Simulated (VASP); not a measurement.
# TiAl3 (P4mm) in VASP: notebook

The runs below take TiAl3 through single point, with PBEsol.

Everything below comes from runs of VASP 6.6.1. Logs are shortened: lines on timing, memory, paths and dates and some standing lists are left out, and cuts for length are marked.

**1. The cell of the first run**

It takes space group P4mm (No. 99, tetragonal). The conventional cell has a = 3.948 Å, b = 3.948 Å, c = 3.948 Å, α = 90.00°, β = 90.00°, γ = 90.00°. Within 3.3 Å of Ti (site symmetry 4mm) lie 12 Al at 2.41 to 3.24 Å. Al (site symmetry 2mm) has 4 Ti at 2.41 to 3.24 Å and 8 Al at 2.79 Å within 3.3 Å. Al (site symmetry 4mm) has 8 Al at 2.79 Å and 4 Ti at 2.86 Å within 3.7 Å.

**2. Single point, PBEsol (atom 1 (Ti) moved -0.600 Å towards its neighbour atom 1 (Ti) at 3.948 Å)**

Contents of INCAR:

```
SYSTEM = TiAl3
PREC = Accurate
ENCUT = 520
EDIFF = 1E-7
ISMEAR = 0
SIGMA = 0.15
LREAL = .FALSE.
LASPH = .TRUE.
NELM = 100
ALGO = Fast
ISIF = 2
LWAVE = .FALSE.
LCHARG = .FALSE.
GGA = PS
NBANDS = 18
```

Contents of KPOINTS:

```
Automatic mesh
0
G
  12 12 12
  0 0 0
```

Contents of POSCAR:

```
TiAl3
1.0
    3.9483448106      0.0000000000      0.0000000000
    0.0000000000      3.9483448106      0.0000000000
    0.0000000000      0.0000000000      3.9483448106
Ti Al
1 3
Direct
    0.1519624118      0.0000000000      0.0000000000
    0.5000000000      0.5000000000      0.0000000000
    0.5000000000      0.0000000000      0.5000000000
    0.0000000000      0.5000000000      0.5000000000
```

Potentials or basis: VASP PAW PBE potentials, release 64 (Ti_sv, Al).

The run is started by

```console
cat potpaw_PBE.64/Ti_sv/POTCAR potpaw_PBE.64/Al/POTCAR > POTCAR
mpirun -np 1 vasp_std > vasp.out
```

OUTCAR:

```text
SYSTEM = TiAl3
   PREC = Accurate
   ENCUT = 520
   EDIFF = 1E-7
   ISMEAR = 0
   LREAL = .FALSE.
   LASPH = .TRUE.
   NELM = 100
   ISIF = 2
   GGA = PS

 ion  position               nearest neighbor table
   1  0.152  0.000  0.000-   2 2.41   3 2.41   3 2.41   2 2.41   4 2.86   4 2.86   4 2.86   4 2.86

   2  0.500  0.500  0.000-   1 2.41   1 2.41   4 2.79   3 2.79   4 2.79   3 2.79   3 2.79   3 2.79
                             4 2.79   4 2.79
   3  0.500  0.000  0.500-   1 2.41   1 2.41   4 2.79   2 2.79   2 2.79   2 2.79   4 2.79   2 2.79
                             4 2.79   4 2.79
   4  0.000  0.500  0.500-   2 2.79   3 2.79   2 2.79   3 2.79   2 2.79   3 2.79   2 2.79   3 2.79
                             1 2.86   1 2.86   1 2.86   1 2.86

  LATTYP: Found a simple cubic cell.
 ALAT       =     3.9483448106

  Lattice vectors:

 A1 = (   3.9483448106,   0.0000000000,   0.0000000000)
 A2 = (   0.0000000000,   3.9483448106,   0.0000000000)
 A3 = (   0.0000000000,   0.0000000000,   3.9483448106)

Analysis of symmetry for initial positions (statically):
=====================================================================
 Subroutine PRICEL returns:
 Original cell was already a primitive cell.

 Routine SETGRP: Setting up the symmetry group for a
 simple cubic supercell.

 Subroutine GETGRP returns: Found  8 space group operations
 (whereof  8 operations were pure point group operations)
 out of a pool of 48 trial point group operations.

The static configuration has the point symmetry C_4v.

Analysis of symmetry for dynamics (positions and initial velocities):
=====================================================================
 Subroutine PRICEL returns:
 Original cell was already a primitive cell.

 Routine SETGRP: Setting up the symmetry group for a
 simple cubic supercell.

 Subroutine GETGRP returns: Found  8 space group operations
 (whereof  8 operations were pure point group operations)
 out of a pool of 48 trial point group operations.

The dynamic configuration has the point symmetry C_4v.

 Subroutine INISYM returns: Found  8 space group operations
 (whereof  8 operations are pure point group operations),
 and found     1 'primitive' translations

----------------------------------------------------------------------------------------

                                     Primitive cell

  volume of cell :      61.5524

  direct lattice vectors                    reciprocal lattice vectors
     3.948344811  0.000000000  0.000000000     0.253270686  0.000000000  0.000000000
     0.000000000  3.948344811  0.000000000     0.000000000  0.253270686  0.000000000
     0.000000000  0.000000000  3.948344811     0.000000000  0.000000000  0.253270686

  length of vectors
     3.948344811  3.948344811  3.948344811     0.253270686  0.253270686  0.253270686

  position of ions in fractional coordinates (direct lattice)
     0.151962412  0.000000000  0.000000000
     0.500000000  0.500000000  0.000000000
     0.500000000  0.000000000  0.500000000
     0.000000000  0.500000000  0.500000000

  ion indices of the primitive-cell ions
   primitive index   ion index
                 1           1
                 2           2
                 3           3
                 4           4

----------------------------------------------------------------------------------------

 KPOINTS: Automatic mesh

Automatic generation of k-mesh.
 Grid dimensions read from file:
 generate k-points for:   12   12   12

 Generating k-lattice:

  Cartesian coordinates                     Fractional coordinates (reciprocal lattice)
     0.021105891  0.000000000  0.000000000     0.083333333  0.000000000  0.000000000
     0.000000000  0.021105891  0.000000000     0.000000000  0.083333333  0.000000000
     0.000000000  0.000000000  0.021105891     0.000000000  0.000000000  0.083333333

  Length of vectors
     0.021105891  0.021105891  0.021105891

  Shift w.r.t. Gamma in fractional coordinates (k-lattice)
     0.000000000  0.000000000  0.000000000

 Subroutine IBZKPT returns following result:
 ===========================================

 Found    196 irreducible k-points:

 Following reciprocal coordinates:
            Coordinates               Weight
  0.000000  0.000000  0.000000      1.000000
  0.083333  0.000000  0.000000      2.000000
  0.000000  0.083333  0.000000      4.000000
  0.166667  0.000000  0.000000      2.000000
  0.000000  0.166667  0.000000      4.000000
  0.250000  0.000000  0.000000      2.000000
[... 16 lines left out ...]
  0.000000  0.333333  0.083333      8.000000
  0.083333  0.000000  0.333333      8.000000
 [... further k-points ...]
   k-points           NKPTS =    196   k-points in BZ     NKDIM =    196   number of bands    NBANDS=     18
   number of dos      NEDOS =    301   number of ions     NIONS =      4
   total plane-waves  NPLWV =  27000
   dimension x,y,z NGX =    30 NGY =   30 NGZ =   30
   dimension x,y,z NGXF=    60 NGYF=   60 NGZF=   60
   ions per type =               1   3
   NGX,Y,Z   is equivalent  to a cutoff of  12.63, 12.63, 12.63 a.u.
   NGXF,Y,Z  is equivalent  to a cutoff of  25.26, 25.26, 25.26 a.u.
 SYSTEM =  TiAl3
   PREC   = accura    normal or accurate (medium, high low for compatibility)
   ISTART =      0    job   : 0-new  1-cont  2-samecut
   ICHARG =      2    charge: 1-file 2-atom 10-const
   ISPIN  =      1    spin polarized calculation?
   LNONCOLLINEAR =      F non collinear calculations
   LSORBIT =      F    spin-orbit coupling
   LASPH  =      T    aspherical Exc in radial PAW
   ENCUT  =  520.0 eV  38.22 Ry    6.18 a.u.   7.34  7.34  7.34*2*pi/ulx,y,z
   NELM   =    100;   NELMIN=  2; NELMDL= -5     # of ELM steps
   EDIFF  = 0.1E-06   stopping-criterion for ELM
   LREAL  =      F    real-space projection
   EDIFFG = 0.1E-05   stopping-criterion for IOM
   NSW    =      0    number of steps for IOM
   IBRION =     -1    ionic relax: 0-MD 1-quasi-New 2-CG
   NFREE  =      0    steps in history (QN), initial steepest desc. (CG)
   ISIF   =      2    stress and relaxation
   ISYM   =      2    0-nonsym 1-usesym 2-fastsym
   POTIM  = 0.5000    time-step for ionic-motion
   TEBEG  =    0.0;   TEEND  =   0.0 temperature during run
   PSTRESS=    0.0 pullay stress
   NELECT =      21.0000    total number of electrons
   NUPDOWN=      -1.0000    fix difference up-down
   EMIN   =  10.00;   EMAX   =-10.00  energy-range for DOS
   EFERMI =   0.00;   METHOD = LEGACY
   ISMEAR =     0;   SIGMA  =   0.15  broadening in eV -4-tet -1-fermi 0-gaus
   EFERMI_NEDOS =   21; number of points for ismear=-14 and -15
   IALGO  =     68    algorithm
   IMIX   =      4    mixing-type and parameters
     AMIX     =   0.40;   BMIX     =  1.00
     AMIX_MAG =   1.60;   BMIX_MAG =  1.00
  volume/ion in A,a.u.               =      15.39       103.84
  Fermi-wavevector in a.u.,A,eV,Ry     =   1.143930  2.161715 17.804261  1.308576
  Thomas-Fermi vector in A             =   2.280624
   LORBIT       =      0    0 simple, 1 ext, 2 COOP (PROOUT), +10 PAW based schemes
   GGA     = PS    functional components
   LHFCALC =     F    Hartree Fock is set to
   AEXX    =    0.0000 exact exchange contribution
   IVDW    =     0    specifies the selected vdW correction
   LEPSILON=     F    determine dielectric tensor
   LRPA    =     F    only Hartree local field effects (RPA)
 non-spin polarized calculation
 RMM-DIIS sequential band-by-band and
 Gauss-broadening in eV      SIGMA  =   0.15
  energy-cutoff  :      520.00
  volume of cell :       61.55
 maximum number of plane-waves:      1683
 NGX is ok and might be reduce to    30
   NGX = 15   NGY = 15   NGZ = 15

 number of electron      20.9999997 magnetization

 Free energy of the ion-electron system (eV)
  ---------------------------------------------------
  ext. energy  EPLUGINS =         0.00000000
  ---------------------------------------------------
  free energy    TOTEN  =       -20.40174581 eV

  energy without entropy =      -20.37971257  energy(sigma->0) =      -20.39072919

 E-fermi :   8.8843     XC(G=0): -10.8813

 val. band max:        8.8719575162   @ k =   0.2500   0.2500   0.0833
 cond. band min:       8.8925746430   @ k =   0.2500   0.0833   0.0000
 fundamental gap:      0.0206171268
 Fermi energy:         8.8843001474

 k-point     1 :       0.0000    0.0000    0.0000
  band No.  band energies     occupation
      1     -47.4281      2.00000
      2     -23.8966      2.00000
      3     -23.8966      2.00000
      4     -23.8669      2.00000
      5      -1.7355      2.00000
      6       5.7086      2.00000
[... 10 lines left out ...]
     17      15.0010      0.00000
     18      15.0010      0.00000

 k-point     2 :       0.0833    0.0000    0.0000
  band No.  band energies     occupation
      1     -47.4281      2.00000
      2     -23.8965      2.00000
      3     -23.8965      2.00000
      4     -23.8683      2.00000
      5      -1.6684      2.00000
      6       5.2924      2.00000
[... 10 lines left out ...]
     17      14.8317      0.00000
     18      14.8317      0.00000

 k-point     3 :       0.0000    0.0833    0.0000
  band No.  band energies     occupation
      1     -47.4281      2.00000
      2     -23.8982      2.00000
      3     -23.8965      2.00000
      4     -23.8668      2.00000
      5      -1.6673      2.00000
      6       5.3005      2.00000
[... 10 lines left out ...]
     17      15.0301      0.00000
     18      15.0393      0.00000

 k-point     4 :       0.1667    0.0000    0.0000
  band No.  band energies     occupation
      1     -47.4279      2.00000
      2     -23.8962      2.00000
      3     -23.8962      2.00000
      4     -23.8720      2.00000
      5      -1.4684      2.00000
      6       4.4076      2.00000
[... 10 lines left out ...]
     17      14.2842      0.00000
     18      14.2842      0.00000

 k-point     5 :       0.0000    0.1667    0.0000
  band No.  band energies     occupation
      1     -47.4279      2.00000
      2     -23.9025      2.00000
      3     -23.8961      2.00000
      4     -23.8664      2.00000
      5      -1.4643      2.00000
      6       4.4346      2.00000
[... 10 lines left out ...]
     17      14.7804      0.00000
     18      14.9143      0.00000

 k-point     6 :       0.2500    0.0000    0.0000
  band No.  band energies     occupation
      1     -47.4277      2.00000
      2     -23.8958      2.00000
      3     -23.8958      2.00000
      4     -23.8770      2.00000
      5      -1.1396      2.00000
      6       3.4179      2.00000
[... 10 lines left out ...]
     17      13.5704      0.00000
     18      14.1360      0.00000

 k-point     7 :       0.0000    0.2500    0.0000
  band No.  band energies     occupation
      1     -47.4276      2.00000
      2     -23.9084      2.00000
      3     -23.8957      2.00000
      4     -23.8658      2.00000
      5      -1.1314      2.00000
      6       3.4576      2.00000
[... 10 lines left out ...]
     17      14.1699      0.00000
     18      14.4140      0.00000

 k-point     8 :       0.3333    0.0000    0.0000
  band No.  band energies     occupation
      1     -47.4275      2.00000
      2     -23.8954      2.00000
      3     -23.8954      2.00000
      4     -23.8821      2.00000
      5      -0.6918      2.00000
      6       2.4586      2.00000
[... 10 lines left out ...]
     17      12.9162      0.00000
     18      14.7179      0.00000
[... 229 lines left out ...]
     17      13.5513      0.00000
     18      14.3366      0.00000

 k-point    20 :       0.0000    0.2500    0.0833
  band No.  band energies     occupation
      1     -47.4276      2.00000
      2     -23.9082      2.00000
      3     -23.8972      2.00000
      4     -23.8657      2.00000
      5      -1.0658      2.00000
      6       3.5104      2.00000
[... 10 lines left out ...]
     17      14.3567      0.00000
     18      14.8364      0.00000

 k-point    21 :       0.0833    0.0000    0.2500
  band No.  band energies     occupation
      1     -47.4276      2.00000
      2     -23.9083      2.00000
      3     -23.8956      2.00000
      4     -23.8671      2.00000
      5      -1.0664      2.00000
      6       3.5116      2.00000
[... 10 lines left out ...]
     17      13.9717      0.00000
     18      14.4427      0.00000

 k-point    22 :       0.3333    0.0833    0.0000
  band No.  band energies     occupation
      1     -47.4274      2.00000
      2     -23.8970      2.00000
      3     -23.8953      2.00000
      4     -23.8819      2.00000
      5      -0.6272      2.00000
      6       2.5169      2.00000
[... 10 lines left out ...]
     17      12.9231      0.00000
     18      15.0033      0.00000

 k-point    23 :       0.0000    0.3333    0.0833
  band No.  band energies     occupation
      1     -47.4273      2.00000
      2     -23.9141      2.00000
      3     -23.8968      2.00000
      4     -23.8651      2.00000
      5      -0.6164      2.00000
      6       2.5634      2.00000
[... 10 lines left out ...]
     17      13.8586      0.00000
     18      14.3958      0.00000

 k-point    24 :       0.0833    0.0000    0.3333
  band No.  band energies     occupation
      1     -47.4273      2.00000
      2     -23.9141      2.00000
      3     -23.8952      2.00000
      4     -23.8666      2.00000
      5      -0.6164      2.00000
      6       2.5632      2.00000
[... 10 lines left out ...]
     17      13.4984      0.00000
     18      14.7896      0.00000

 [... further k-points ...]
[... 5 lines left out ...]
  --------------------------------------------------------------------------------------
  -------------------------------------------------------------------------------------
  Total        4.6641619      4.1616503      4.1616503     -0.0000000      0.0000000      0.0000000
  in kB      121.4056731    108.3255600    108.3255600     -0.0000000      0.0000000      0.0000000
  external PRESSURE =     112.6855977 kB  Pullay stress =       0.0000000 kB

 VOLUME and BASIS-vectors are now :
 -----------------------------------------------------------------------------
  energy-cutoff  :      520.00
  volume of cell :       61.55
      direct lattice vectors                 reciprocal lattice vectors
     3.948344811  0.000000000  0.000000000     0.253270686  0.000000000  0.000000000
     0.000000000  3.948344811  0.000000000     0.000000000  0.253270686  0.000000000
     0.000000000  0.000000000  3.948344811     0.000000000  0.000000000  0.253270686

 POSITION                                       TOTAL-FORCE (eV/Angst)
 -----------------------------------------------------------------------------------
      0.60000      0.00000      0.00000        -5.983497      0.000000     -0.000000
      1.97417      1.97417      0.00000         2.659040     -0.000000      0.000000
      1.97417      0.00000      1.97417         2.659040     -0.000000      0.000000
      0.00000      1.97417      1.97417         0.665417     -0.000000      0.000000
 -----------------------------------------------------------------------------------
    total drift:                               -0.002316     -0.000000      0.000001

  FREE ENERGIE OF THE ION-ELECTRON SYSTEM (eV)
  ---------------------------------------------------
  free  energy   TOTEN  =       -20.4017458080 eV

  energy  without entropy=      -20.3797125669  energy(sigma->0) =      -20.39072919
```

Run time: 6.6 min. Hardware: 1 thread of Intel Xeon Platinum 8124M at 3.00GHz (Skylake/Cascade Lake), shared host; peak memory 0.32 GiB.

What came out:

```yaml
Free_energy: -20.4017 eV
Pressure: 11.3 GPa
Largest_force: 5.983 eV/Å
Band_gap_on_the_k_mesh: zero (an odd number of electrons rules out a gap without spin polarisation)
```

Forces on the atoms (eV/Å):
```
Ti  -5.983  0.000  0.000
Al   2.659  0.000  0.000
Al   2.659  0.000  0.000
Al   0.665  0.000  0.000
```

Stress tensor (GPa, compression positive):
```
12.14  0.00  0.00
 0.00 10.83  0.00
 0.00  0.00 10.83
```

Caveat: the cell differs from its parent crystal (atom 1 (Ti) moved -0.600 Å towards its neighbour atom 1 (Ti) at 3.948 Å); the cell stands under pressure; the PAW data sets were made with another functional, which shifts forces and pressure a little.

[end of part 1 of 2]

The gap in the log of VASP goes by the Fermi energy; the results here count the filled bands.